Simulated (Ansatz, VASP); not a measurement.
## Ge: VASP beside Ansatz

File INCAR:

```
PREC = Accurate ; ENCUT = 520
EDIFF = 1E-6 ; ISMEAR = 0
SIGMA = 0.1 ; LREAL = False
LASPH = True ; NELM = 60
ALGO = Normal ; ISIF = 2
LWAVE = False ; LCHARG = False
LDIPOL = True ; IDIPOL = 3
DIPOL = 0.5 0.5 0.389 ; GGA = PE
IVDW = 12 ; NBANDS = 36
```

File KPOINTS:

```
regular mesh
0
Gamma
  9 9 1
```

POSCAR

```
Ge
1.0
    4.0226895311      0.0000000000      0.0000000000
   -2.0113447656      3.4837513255      0.0000000000
    0.0000000000      0.0000000000     18.8685220517
Ge
4
Direct
    0.3333333333      0.6666666667      0.2747571332
    0.6666666667      0.3333333333      0.2384924472
    1.1111111111     -0.1111111111      0.5389146020
    0.7777777778      0.2222222222      0.5026499161
```

Input for Ansatz:

```yaml
crystal:
  lattice:
    - [4.0226895311, 0.0, 0.0]
    - [-2.0113447656, 3.4837513255, 0.0]
    - [0.0, 0.0, 18.8685220517]
  atoms:
    - { symbol: Ge, position: [0.3333333333, 0.6666666667, 0.2747571332] }
    - { symbol: Ge, position: [0.6666666667, 0.3333333333, 0.2384924472] }
    - { symbol: Ge, position: [1.1111111111, -0.1111111111, 0.538914602] }
    - { symbol: Ge, position: [0.7777777778, 0.2222222222, 0.5026499161] }
basis:
  ecutwfc: 420
kpoints:
  mp_grid: { grid: [9, 9, 1] }
hamiltonian:
  xc: pbe
  pseudopotentials: { kind: paw, azcp: { folder: soft_1 } }
  dispersion: d3bj
scf:
  occupations: { method: gaussian, width: 0.1 }
output:
  forces: true
  eigenvalues: true
efield:
  axis: 3
  dipole_correction: true
  ramp_width: 0.04
```

Alike in both runs: task single point; functional PBE; dispersion D3(BJ); k mesh 9 × 9 × 1; occupations gaussian, width 0.1 eV; no spin polarisation.

```csv
,VASP,Ansatz
version,VASP 6.6.1,Ansatz 0.2.0
potentials or method,"VASP PAW PBE potentials, release 64 (Ge_d), cutoff 520 eV","scalar-relativistic, plane waves, PAW"
valence electrons in the cell,56,56
```

```csv
,VASP,Ansatz,Ansatz less VASP
gap on the k mesh at the Fermi level (eV),0.12,0.12,0.000
least direct gap on the mesh (eV),0.12,0.12,0.000
rms of the force components (eV/Å),0.048,0.048,-0.0001
```

Atom by atom the forces differ by 0.001 eV/Å (rms over components).
